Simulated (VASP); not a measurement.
# MoN2 (P4/mbm) in VASP: notebook

The runs below take MoN2 through single point, relaxation of cell and atoms, with LDA, PBEsol, PBE.

All numbers are computed with VASP 6.6.1; they aren't measurements. Logs are shortened: lines on timing, memory, paths and dates and some standing lists are left out, and cuts for length are marked.

## (1) The cell of the first run

It takes space group P4/mbm (No. 127, tetragonal). Conventional cell: a = 4.264 Å, b = 4.264 Å, c = 2.708 Å, α = 90.00°, β = 90.00°, γ = 90.00°. Mo (site symmetry 4/m) has 8 N at 2.19 Å and 2 Mo at 2.71 Å within 2.9 Å. N (site symmetry m2m) has 1 N at 1.36 Å within 1.8 Å.

## (2) Single point, LDA

Contents of INCAR:

```
ALGO     = Normal         # electronic algorithm
EDIFF    = 1E-7           # SCF threshold, eV
ENCUT    = 520            # plane-wave cutoff, eV
GGA      = CA             # functional
ISIF     = 2              # what is computed and relaxed
ISMEAR   = -1             # smearing method
LASPH    = True           # aspherical terms in the spheres
LCHARG   = False          # write CHGCAR
LREAL    = False          # projectors in reciprocal space
LWAVE    = False          # write WAVECAR
NBANDS   = 33             # bands
NELM     = 80             # most SCF steps
PREC     = Accurate       # precision mode
SIGMA    = 0.05           # smearing width, eV
```

Contents of KPOINTS:

```
k-points
0
Gamma
  6 6 10
```

Contents of POSCAR:

```
MoN2
1.0
    4.2639585722      0.0000000000      0.0000000000
    0.0000000000      4.2639585722      0.0000000000
    0.0000000000      0.0000000000      2.7083601180
Mo N
2 4
Direct
    0.0000000000      0.0000000000      0.0000000000
    0.5000000000      0.5000000000      0.0000000000
    0.6124811128      0.8875188872      0.5000000000
    0.3875188872      0.1124811128      0.5000000000
    0.1124811128      0.6124811128      0.5000000000
    0.8875188872      0.3875188872      0.5000000000
```

Potentials or basis: VASP PAW LDA potentials, release 64 (Mo_sv, N).

Launch:

```
$ cat potpaw_LDA.64/Mo_sv/POTCAR potpaw_LDA.64/N/POTCAR > POTCAR
$ mpirun -np 1 vasp_std > vasp.out
```

OUTCAR:

```text
EDIFF = 1E-7
   ENCUT = 520
   GGA = CA
   ISIF = 2
   ISMEAR = -1
   LASPH = True
   LREAL = False
   NELM = 80
   PREC = Accurate

 ion  position               nearest neighbor table
   1  0.000  0.000  0.000-   3 2.19   4 2.19   5 2.19   6 2.19   3 2.19   4 2.19   5 2.19   6 2.19
                             2 3.02   2 3.02   2 3.02   2 3.02
   2  0.500  0.500  0.000-   3 2.19   4 2.19   5 2.19   6 2.19   3 2.19   4 2.19   5 2.19   6 2.19
                             1 3.02   1 3.02   1 3.02   1 3.02
   3  0.612  0.888  0.500-   4 1.36   2 2.19   1 2.19   1 2.19   2 2.19
   4  0.388  0.112  0.500-   3 1.36   2 2.19   1 2.19   1 2.19   2 2.19
   5  0.112  0.612  0.500-   6 1.36   2 2.19   1 2.19   1 2.19   2 2.19
   6  0.888  0.388  0.500-   5 1.36   2 2.19   1 2.19   1 2.19   2 2.19

  LATTYP: Found a simple tetragonal cell.
 ALAT       =     4.2639585722
 C/A-ratio  =     0.6351750544

  Lattice vectors:

 A1 = (   4.2639585722,   0.0000000000,   0.0000000000)
 A2 = (   0.0000000000,   4.2639585722,   0.0000000000)
 A3 = (   0.0000000000,   0.0000000000,   2.7083601180)

Analysis of symmetry for initial positions (statically):
=====================================================================
 Subroutine PRICEL returns:
 Original cell was already a primitive cell.

 Routine SETGRP: Setting up the symmetry group for a
 simple tetragonal supercell.

 Subroutine GETGRP returns: Found 16 space group operations
 (whereof  8 operations were pure point group operations)
 out of a pool of 16 trial point group operations.

The static configuration has the point symmetry C_4h.
 The point group associated with its full space group is D_4h.

Analysis of symmetry for dynamics (positions and initial velocities):
=====================================================================
 Subroutine PRICEL returns:
 Original cell was already a primitive cell.

 Routine SETGRP: Setting up the symmetry group for a
 simple tetragonal supercell.

 Subroutine GETGRP returns: Found 16 space group operations
 (whereof  8 operations were pure point group operations)
 out of a pool of 16 trial point group operations.

The dynamic configuration has the point symmetry C_4h.
 The point group associated with its full space group is D_4h.

 Subroutine INISYM returns: Found 16 space group operations
 (whereof  8 operations are pure point group operations),
 and found     1 'primitive' translations

----------------------------------------------------------------------------------------

                                     Primitive cell

  volume of cell :      49.2416

  direct lattice vectors                    reciprocal lattice vectors
     4.263958572  0.000000000  0.000000000     0.234523855  0.000000000  0.000000000
     0.000000000  4.263958572  0.000000000     0.000000000  0.234523855  0.000000000
     0.000000000  0.000000000  2.708360118     0.000000000  0.000000000  0.369227118

  length of vectors
     4.263958572  4.263958572  2.708360118     0.234523855  0.234523855  0.369227118

  position of ions in fractional coordinates (direct lattice)
     0.000000000  0.000000000  0.000000000
     0.500000000  0.500000000  0.000000000
     0.612481113  0.887518887  0.500000000
     0.387518887  0.112481113  0.500000000
     0.112481113  0.612481113  0.500000000
     0.887518887  0.387518887  0.500000000

  ion indices of the primitive-cell ions
   primitive index   ion index
                 1           1
                 2           2
                 3           3
                 4           4
                 5           5
                 6           6

----------------------------------------------------------------------------------------

 KPOINTS: k-points

Automatic generation of k-mesh.
 Grid dimensions read from file:
 generate k-points for:    6    6   10

 Generating k-lattice:

  Cartesian coordinates                     Fractional coordinates (reciprocal lattice)
     0.039087309  0.000000000  0.000000000     0.166666667  0.000000000  0.000000000
     0.000000000  0.039087309  0.000000000     0.000000000  0.166666667  0.000000000
     0.000000000  0.000000000  0.036922712     0.000000000  0.000000000  0.100000000

  Length of vectors
     0.039087309  0.039087309  0.036922712

  Shift w.r.t. Gamma in fractional coordinates (k-lattice)
     0.000000000  0.000000000  0.000000000

 Subroutine IBZKPT returns following result:
 ===========================================

 Found     60 irreducible k-points:

 Following reciprocal coordinates:
            Coordinates               Weight
  0.000000  0.000000  0.000000      1.000000
  0.166667  0.000000  0.000000      4.000000
  0.333333  0.000000  0.000000      4.000000
  0.500000  0.000000  0.000000      2.000000
  0.166667  0.166667  0.000000      4.000000
  0.333333  0.166667  0.000000      8.000000
[... 16 lines left out ...]
  0.333333  0.000000  0.200000      8.000000
  0.500000  0.000000  0.200000      4.000000
 [... further k-points ...]
   k-points           NKPTS =     60   k-points in BZ     NKDIM =     60   number of bands    NBANDS=     33
   number of dos      NEDOS =    301   number of ions     NIONS =      6
   total plane-waves  NPLWV =  20480
   dimension x,y,z NGX =    32 NGY =   32 NGZ =   20
   dimension x,y,z NGXF=    64 NGYF=   64 NGZF=   40
   ions per type =               2   4
   NGX,Y,Z   is equivalent  to a cutoff of  12.48, 12.48, 12.28 a.u.
   NGXF,Y,Z  is equivalent  to a cutoff of  24.95, 24.95, 24.55 a.u.
 SYSTEM =  unknown system
   PREC   = accura    normal or accurate (medium, high low for compatibility)
   ISTART =      0    job   : 0-new  1-cont  2-samecut
   ICHARG =      2    charge: 1-file 2-atom 10-const
   ISPIN  =      1    spin polarized calculation?
   LNONCOLLINEAR =      F non collinear calculations
   LSORBIT =      F    spin-orbit coupling
   LASPH  =      T    aspherical Exc in radial PAW
   ENCUT  =  520.0 eV  38.22 Ry    6.18 a.u.   7.93  7.93  5.04*2*pi/ulx,y,z
   NELM   =     80;   NELMIN=  2; NELMDL= -5     # of ELM steps
   EDIFF  = 0.1E-06   stopping-criterion for ELM
   LREAL  =      F    real-space projection
   EDIFFG = 0.1E-05   stopping-criterion for IOM
   NSW    =      0    number of steps for IOM
   IBRION =     -1    ionic relax: 0-MD 1-quasi-New 2-CG
   NFREE  =      0    steps in history (QN), initial steepest desc. (CG)
   ISIF   =      2    stress and relaxation
   ISYM   =      2    0-nonsym 1-usesym 2-fastsym
   POTIM  = 0.5000    time-step for ionic-motion
   TEBEG  =    0.0;   TEEND  =   0.0 temperature during run
   PSTRESS=    0.0 pullay stress
   NELECT =      48.0000    total number of electrons
   NUPDOWN=      -1.0000    fix difference up-down
   EMIN   =  10.00;   EMAX   =-10.00  energy-range for DOS
   EFERMI =   0.00;   METHOD = LEGACY
   ISMEAR =    -1;   SIGMA  =   0.05  broadening in eV -4-tet -1-fermi 0-gaus
   EFERMI_NEDOS =   21; number of points for ismear=-14 and -15
   IALGO  =     38    algorithm
   IMIX   =      4    mixing-type and parameters
     AMIX     =   0.40;   BMIX     =  1.00
     AMIX_MAG =   1.60;   BMIX_MAG =  1.00
  volume/ion in A,a.u.               =       8.21        55.38
  Fermi-wavevector in a.u.,A,eV,Ry     =   1.623222  3.067444 35.849284  2.634848
  Thomas-Fermi vector in A             =   2.716707
   LORBIT       =      0    0 simple, 1 ext, 2 COOP (PROOUT), +10 PAW based schemes
   GGA     = CA    functional components
   LHFCALC =     F    Hartree Fock is set to
   AEXX    =    0.0000 exact exchange contribution
   IVDW    =     0    specifies the selected vdW correction
   LEPSILON=     F    determine dielectric tensor
   LRPA    =     F    only Hartree local field effects (RPA)
 non-spin polarized calculation
  energy-cutoff  :      520.00
  volume of cell :       49.24
 maximum number of plane-waves:      1348
 NGX is ok and might be reduce to    32
   NGX = 15   NGY = 15   NGZ = 11

 number of electron      48.0000012 magnetization

 Free energy of the ion-electron system (eV)
  ---------------------------------------------------
  ext. energy  EPLUGINS =         0.00000000
  ---------------------------------------------------
  free energy    TOTEN  =       -61.89282672 eV

  energy without entropy =      -61.87422674  energy(sigma->0) =      -61.88352673

 E-fermi :  12.9432     XC(G=0): -14.3016

 val. band max:       12.9420251822   @ k =   0.3333   0.1667   0.1000
 cond. band min:      12.9480483922   @ k =   0.1667   0.1667   0.3000
 fundamental gap:      0.0060232100
 Fermi energy:        12.9431941869

 k-point     1 :       0.0000    0.0000    0.0000
  band No.  band energies     occupation
      1     -48.7732      2.00000
      2     -48.6932      2.00000
      3     -23.2221      2.00000
      4     -23.2221      2.00000
      5     -22.8000      2.00000
      6     -22.8000      2.00000
[... 25 lines left out ...]
     32      19.1618      0.00000
     33      21.0242      0.00000

 k-point     2 :       0.1667    0.0000    0.0000
  band No.  band energies     occupation
      1     -48.7678      2.00000
      2     -48.6986      2.00000
      3     -23.2014      2.00000
      4     -23.1946      2.00000
      5     -22.8365      2.00000
      6     -22.8291      2.00000
[... 25 lines left out ...]
     32      18.8281      0.00000
     33      20.5212      0.00000

 k-point     3 :       0.3333    0.0000    0.0000
  band No.  band energies     occupation
      1     -48.7530      2.00000
      2     -48.7131      2.00000
      3     -23.1396      2.00000
      4     -23.1189      2.00000
      5     -22.9298      2.00000
      6     -22.9079      2.00000
[... 25 lines left out ...]
     32      17.9524      0.00000
     33      20.4846      0.00000

 k-point     4 :       0.5000    0.0000    0.0000
  band No.  band energies     occupation
      1     -48.7330      2.00000
      2     -48.7330      2.00000
      3     -23.0427      2.00000
      4     -23.0427      2.00000
      5     -23.0141      2.00000
      6     -23.0141      2.00000
[... 25 lines left out ...]
     32      17.0772      0.00000
     33      21.2055      0.00000

 k-point     5 :       0.1667    0.1667    0.0000
  band No.  band energies     occupation
      1     -48.7631      2.00000
      2     -48.7031      2.00000
      3     -23.2465      2.00000
      4     -23.1077      2.00000
      5     -22.9341      2.00000
      6     -22.7881      2.00000
[... 604 lines left out ...]
 k-point    22 :       0.1667    0.0000    0.2000
  band No.  band energies     occupation
      1     -48.7200      2.00000
      2     -48.6527      2.00000
      3     -23.1554      2.00000
      4     -23.1330      2.00000
      5     -23.1259      2.00000
      6     -23.0380      2.00000
[... 25 lines left out ...]
     32      18.5879      0.00000
     33      21.8035      0.00000

 k-point    23 :       0.3333    0.0000    0.2000
  band No.  band energies     occupation
      1     -48.7057      2.00000
      2     -48.6668      2.00000
      3     -23.1316      2.00000
      4     -23.0888      2.00000
      5     -23.0537      2.00000
      6     -23.0443      2.00000
[... 25 lines left out ...]
     32      18.6185      0.00000
     33      21.5330      0.00000

 k-point    24 :       0.5000    0.0000    0.2000
  band No.  band energies     occupation
      1     -48.6862      2.00000
      2     -48.6862      2.00000
      3     -23.1011      2.00000
      4     -23.1011      2.00000
      5     -22.9708      2.00000
      6     -22.9708      2.00000
[... 25 lines left out ...]
     32      18.0269      0.00000
     33      21.4940      0.00000

 [... further k-points ...]
[... 5 lines left out ...]
  --------------------------------------------------------------------------------------
  -------------------------------------------------------------------------------------
  Total        0.6124057      0.6124057      0.4057829      0.0000000      0.0000000      0.0000000
  in kB       19.9258766     19.9258766     13.2029799      0.0000000      0.0000000      0.0000000
  external PRESSURE =      17.6849111 kB  Pullay stress =       0.0000000 kB

 VOLUME and BASIS-vectors are now :
 -----------------------------------------------------------------------------
  energy-cutoff  :      520.00
  volume of cell :       49.24
      direct lattice vectors                 reciprocal lattice vectors
     4.263958572  0.000000000  0.000000000     0.234523855  0.000000000  0.000000000
     0.000000000  4.263958572  0.000000000     0.000000000  0.234523855  0.000000000
     0.000000000  0.000000000  2.708360118     0.000000000  0.000000000  0.369227118

 POSITION                                       TOTAL-FORCE (eV/Angst)
 -----------------------------------------------------------------------------------
      0.00000      0.00000      0.00000         0.000000      0.000000      0.000000
      2.13198      2.13198      0.00000         0.000000      0.000000      0.000000
      2.61159      3.78434      1.35418         0.128656     -0.128656      0.000000
      1.65236      0.47961      1.35418        -0.128656      0.128656     -0.000000
      0.47961      2.61159      1.35418         0.128656      0.128656      0.000000
      3.78434      1.65236      1.35418        -0.128656     -0.128656     -0.000000
 -----------------------------------------------------------------------------------
    total drift:                                0.000000     -0.000000     -0.000000

  FREE ENERGIE OF THE ION-ELECTRON SYSTEM (eV)
  ---------------------------------------------------
  free  energy   TOTEN  =       -61.8928267245 eV

  energy  without entropy=      -61.8742267386  energy(sigma->0) =      -61.88352673
```

Run time: 23 s. Hardware: 1 thread of Intel Xeon 6975P-C (Granite Rapids), shared host; peak memory 0.19 GiB.

Results:

| Quantity | Value |
| --- | --- |
| Free energy | -61.8928 eV |
| Pressure | 1.8 GPa |
| Largest force | 0.182 eV/Å |
| Band gap on the k mesh | zero (band 24 reaches 14.59 eV, above the bottom of band 25 at 12.39 eV) |

Forces in eV/Å, atoms in the order of the input:
```
Mo   0.000  0.000  0.000
Mo   0.000  0.000  0.000
N    0.129 -0.129  0.000
N   -0.129  0.129  0.000
N    0.129  0.129  0.000
N   -0.129 -0.129  0.000
```

Levels at points of the mesh, in eV from the Fermi level:
| k point | band 20 | band 21 | band 22 | band 23 | band 24 | band 25 | band 26 | band 27 | band 28 | band 29 |
| --- | --- | --- | --- | --- | --- | --- | --- | --- | --- | --- |
| (0.00, 0.00, 0.00) | -4.10 | -3.26 | -3.26 | -2.48 | -1.91 | 0.62 | 0.62 | 1.08 | 1.89 | 2.46 |
| (0.50, 0.00, 0.00) | -4.56 | -2.18 | -2.18 | -1.27 | -1.27 | -0.43 | -0.43 | 2.34 | 2.34 | 3.57 |
| (0.50, 0.50, 0.00) | -4.09 | -0.93 | -0.93 | 0.48 | 0.48 | 0.60 | 0.60 | 1.07 | 1.07 | 3.15 |
| (0.00, 0.00, 0.50) | -2.78 | -2.13 | -2.13 | 0.78 | 1.03 | 2.30 | 2.42 | 2.75 | 2.75 | 3.18 |
| (0.50, 0.00, 0.50) | -4.55 | -2.61 | -2.61 | -1.15 | -1.15 | 2.72 | 2.72 | 3.38 | 3.38 | 3.69 |
| (0.50, 0.50, 0.50) | -5.56 | -5.48 | -5.48 | -1.47 | -1.47 | 2.64 | 2.64 | 3.75 | 3.75 | 4.45 |

## (3) Single point, LDA

This run uses another cell than the first one, of 8.72 Å³/atom, 1.063 times its volume.

Contents of INCAR:

```
PREC = Accurate
ENCUT = 520
EDIFF = 1E-6
ISMEAR = -1
SIGMA = 0.05
LREAL = False
LASPH = True
NELM = 80
ALGO = Normal
ISIF = 2
LWAVE = False
LCHARG = False
NBANDS = 33
```

Contents of KPOINTS:

```
Automatic mesh
0
Gamma
  6 6 10
```

Contents of POSCAR:

```
MoN2
1.0
    4.3480530000      0.0000000000      0.0000000000
    0.0000000000      4.3480530000      0.0000000000
    0.0000000000      0.0000000000      2.7674600000
Mo N
2 4
Direct
    0.0000000000      0.0000000000      0.0000000000
    0.5000000000      0.5000000000      0.0000000000
    0.6116470000      0.8883530000      0.5000000000
    0.3883530000      0.1116470000      0.5000000000
    0.1116470000      0.6116470000      0.5000000000
    0.8883530000      0.3883530000      0.5000000000
```

Potentials or basis: VASP PAW LDA potentials, release 64 (Mo_sv, N).

Launch:

```
$ cat potpaw_LDA.64/Mo_sv/POTCAR potpaw_LDA.64/N/POTCAR > POTCAR
$ mpirun -np 1 vasp_std > vasp.out
```

Run time: 26 s. Hardware: 1 thread of Intel Xeon 6975P-C (Granite Rapids), shared host; peak memory 0.2 GiB.

The run converged. Its results:

| Quantity | Value |
| --- | --- |
| Free energy | -61.7126 eV |
| Pressure | -19.6 GPa |
| Largest force | 0.029 eV/Å |
| Band gap on the k mesh | zero (band 24 reaches 13.38 eV, above the bottom of band 25 at 11.41 eV) |

Forces in eV/Å, atoms in the order of the input:
```
Mo   0.000  0.000  0.000
Mo   0.000  0.000  0.000
N   -0.021  0.021  0.000
N    0.021 -0.021  0.000
N   -0.021 -0.021  0.000
N    0.021  0.021  0.000
```

Stress tensor (GPa, compression positive):
```
-19.05   0.00   0.00
  0.00 -19.05   0.00
  0.00   0.00 -20.61
```

Levels at points of the mesh, in eV from the Fermi level:
```csv
k point,band 22,band 23,band 24,band 25,band 26,band 27
"(0.00, 0.00, 0.00)",-3.02,-2.28,-1.82,0.55,0.55,1.00
"(0.50, 0.00, 0.00)",-2.02,-1.18,-1.18,-0.41,-0.41,2.10
"(0.50, 0.50, 0.00)",-0.84,0.51,0.51,0.52,0.52,0.94
"(0.00, 0.00, 0.50)",-2.02,0.71,1.06,2.08,2.15,2.36
"(0.50, 0.00, 0.50)",-2.50,-1.05,-1.05,2.44,2.44,2.97
"(0.50, 0.50, 0.50)",-5.14,-1.35,-1.35,2.39,2.39,3.31
```

## (4) Single point, PBEsol

This run uses another cell than the first one, of 8.72 Å³/atom, 1.063 times its volume.

Contents of INCAR:

```
SYSTEM = MoN2
PREC = Accurate
ENCUT = 520
EDIFF = 1E-7
ISMEAR = -1
SIGMA = 0.05
LREAL = .FALSE.
LASPH = .TRUE.
NELM = 100
ALGO = Normal
ISIF = 2
LWAVE = .FALSE.
LCHARG = .FALSE.
GGA = PS
NBANDS = 33
```

Contents of KPOINTS:

```
Automatic mesh
0
G
  6 6 10
  0 0 0
```

POSCAR is that of step 3.

Potentials or basis: VASP PAW PBE potentials, release 64 (Mo_sv, N).

Launch:

```
$ cat potpaw_PBE.64/Mo_sv/POTCAR potpaw_PBE.64/N/POTCAR > POTCAR
$ mpirun -np 1 vasp_std > vasp.out
```

Wall time 28 s (1 thread of Intel Xeon 6975P-C (Granite Rapids), shared host); peak memory 0.21 GiB.

It converged, with:

| Property | Result |
| --- | --- |
| Free energy | -58.6866 eV |
| Pressure | -13.5 GPa |
| Largest force | 0.157 eV/Å |
| Band gap on the k mesh | zero (band 24 reaches 13.43 eV, above the bottom of band 25 at 11.45 eV) |

Forces on the atoms (eV/Å):
```
Mo   0.000  0.000  0.000
Mo   0.000  0.000  0.000
N    0.111 -0.111  0.000
N   -0.111  0.111  0.000
N    0.111  0.111  0.000
N   -0.111 -0.111  0.000
```

Stress tensor (GPa, compression positive):
```
-12.94   0.00   0.00
  0.00 -12.94   0.00
  0.00   0.00 -14.72
```

Levels at points of the mesh, in eV from the Fermi level:
| k point | band 22 | band 23 | band 24 | band 25 | band 26 | band 27 |
| --- | --- | --- | --- | --- | --- | --- |
| (0.00, 0.00, 0.00) | -3.01 | -2.27 | -1.83 | 0.56 | 0.56 | 1.01 |
| (0.50, 0.00, 0.00) | -2.01 | -1.18 | -1.18 | -0.42 | -0.42 | 2.12 |
| (0.50, 0.50, 0.00) | -0.83 | 0.52 | 0.52 | 0.53 | 0.53 | 0.96 |
| (0.00, 0.00, 0.50) | -2.03 | 0.72 | 1.09 | 2.08 | 2.16 | 2.32 |
| (0.50, 0.00, 0.50) | -2.51 | -1.06 | -1.06 | 2.44 | 2.44 | 2.96 |
| (0.50, 0.50, 0.50) | -5.13 | -1.35 | -1.35 | 2.39 | 2.39 | 3.29 |

Caveat: the PAW data sets were made with another functional, which shifts forces and pressure a little.

(Continued in part 2 of 2.)
